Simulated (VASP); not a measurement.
Crystal: TiSi3O8.

```
Si O Ti
1.0
     3.09296   -3.04171    0.00000
     3.09296    3.04171    0.00000
     0.00000    0.00000    5.54277
Si O Ti
3 8 1
Direct
  0.50000 0.50000 0.00000
  0.00000 0.00000 0.75555
  0.00000 0.00000 0.24445
  0.19352 0.19352 0.00000
  0.80648 0.80648 0.00000
  0.69995 0.30005 0.76739
  0.30005 0.69995 0.76739
  0.18133 0.18133 0.50000
  0.81867 0.81867 0.50000
  0.69995 0.30005 0.23261
  0.30005 0.69995 0.23261
  0.50000 0.50000 0.50000
```

```yaml
Program: VASP 6.6.1
Task: relaxation of cell and atoms
Functional: PBEsol
Potentials_or_basis: VASP PAW PBE potentials, release 64 (Si, O, Ti_sv)
Cutoff: 600 eV
k_mesh: 6 × 6 × 4
Occupations: fermi-dirac, width 0.02 eV
Spin: no spin polarisation
```

At the start: pressure -6.4 GPa; volume 8.69 Å³/atom.

How do energy, volume and symmetry change on relaxing?

Over 10 steps the energy falls by 4.5 meV/atom and the volume is 8.47 Å³/atom (-2.5 %); space group Cmmm (No. 65, to 0.1 Å) before and after.

Step by step:
```tsv
step	energy change (eV)	largest force (eV/Å)	pressure (GPa)	volume (Å³)
1	0.0000	0.0575	-6.39	104.29
2	0.0261	0.4142	8.66	99.15
3	-0.0481	0.1597	-0.05	101.95
4	-0.0537	0.0529	0.01	101.69
5	-0.0538	0.0586	0.02	101.67
6	-0.0541	0.0639	0.00	101.65
7	-0.0542	0.0211	0.01	101.66
8	-0.0542	0.0144	-0.01	101.66
9	-0.0542	0.0070	0.00	101.66
10	-0.0542	0.0026	0.00	101.66
```

Final structure:
```
CELL_PARAMETERS angstrom
3.05910 -3.01131 0.00000
3.05910 3.01131 0.00000
0.00000 0.00000 5.51769
ATOMIC_POSITIONS crystal
Si 0.50000 0.50000 0.00000
Si 0.00000 0.00000 0.75544
Si 0.00000 0.00000 0.24456
O 0.19498 0.19498 0.00000
O 0.80502 0.80502 0.00000
O 0.70090 0.29910 0.76716
O 0.29910 0.70090 0.76716
O 0.18216 0.18216 0.50000
O 0.81784 0.81784 0.50000
O 0.70090 0.29910 0.23284
O 0.29910 0.70090 0.23284
Ti 0.50000 0.50000 0.50000
```

Caveat: the PAW data sets were made with another functional, which shifts forces and pressure a little.
